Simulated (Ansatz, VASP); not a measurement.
**One calculation of Au, two programs**

POSCAR

```
Au
1.0
    2.7457779447      0.0000000000      0.0000000000
   -1.3728889724      2.3779134533      0.0000000000
    0.0000000000      0.0000000000      4.8647156952
Au
2
Direct
    0.3333333333      0.6666666667      0.7500000000
    0.6666666667      0.3333333333      0.2500000000
```

Contents of INCAR.step1:

```
  ALGO = Normal
  EDIFF = 1E-4
  ENCUT = 520
  GGA = PE
  ISMEAR = 0
  LASPH = True
  LCHARG = False
  LREAL = False
  LWAVE = True
  NBANDS = 18
  NELM = 100
  PREC = Accurate
  SIGMA = 0.15
```

INCAR.step2

```
  ALGO = Normal
  EDIFF = 1E-7
  ENCUT = 520
  ISIF = 2
  ISMEAR = 0
  ISTART = 1
  LASPH = True
  LCHARG = False
  LMIXTAU = True
  LREAL = False
  LWAVE = False
  METAGGA = R2SCAN
  NBANDS = 18
  NELM = 100
  PREC = Accurate
  SIGMA = 0.15
```

File KPOINTS:

```
k-points
0
Gamma
  24 24 12
```

Input for Ansatz:

```yaml
crystal:
  lattice:
    - [2.7457779447, 0.0, 0.0]
    - [-1.3728889724, 2.3779134533, 0.0]
    - [0.0, 0.0, 4.8647156952]
  atoms:
    - { symbol: Au, position: [0.3333333333, 0.6666666667, 0.75] }
    - { symbol: Au, position: [0.6666666667, 0.3333333333, 0.25] }
basis:
  ecutwfc: 500
kpoints:
  mp_grid: { grid: [24, 24, 12] }
hamiltonian:
  xc: r2scan
scf:
  occupations: { method: gaussian, width: 0.15 }
output:
  forces: true
  stress: true
  eigenvalues: true
```

Change from the starting cell: strain -0.050 along x and y, +0.000 along z, atoms carried along.

Alike in both runs: task single point; functional r2SCAN; k mesh 24 × 24 × 12; occupations gaussian, width 0.15 eV; no spin polarisation.

|  | VASP | Ansatz |
| --- | --- | --- |
| version | VASP 6.6.1 | Ansatz 0.2.0 |
| potentials or method | VASP PAW PBE potentials, release 64 (Au), cutoff 520 eV | scalar-relativistic, plane waves, PAW |
| valence electrons in the cell | 22 | 38 |

VASP gave:

```
gap on the k mesh at the Fermi level (eV)                     : none
pressure (GPa)                                                : 22.5
traceless stress, the component that is largest in VASP (GPa) : -6.33
```

**Question.** Which values does Ansatz return?

**Answer.** gap on the k mesh at the Fermi level (eV): none; pressure (GPa): 21.9; traceless stress, the component that is largest in VASP (GPa): -6.17.

VASP's potentials were made for PBE, not for r2SCAN. A gap of «none» marks a metal or a gap that the smearing closes. VASP's potentials hold 22 valence electrons a cell and Ansatz's 38, so a difference there can come from the potentials and not from the codes.

Neither program's run includes spin-orbit coupling.
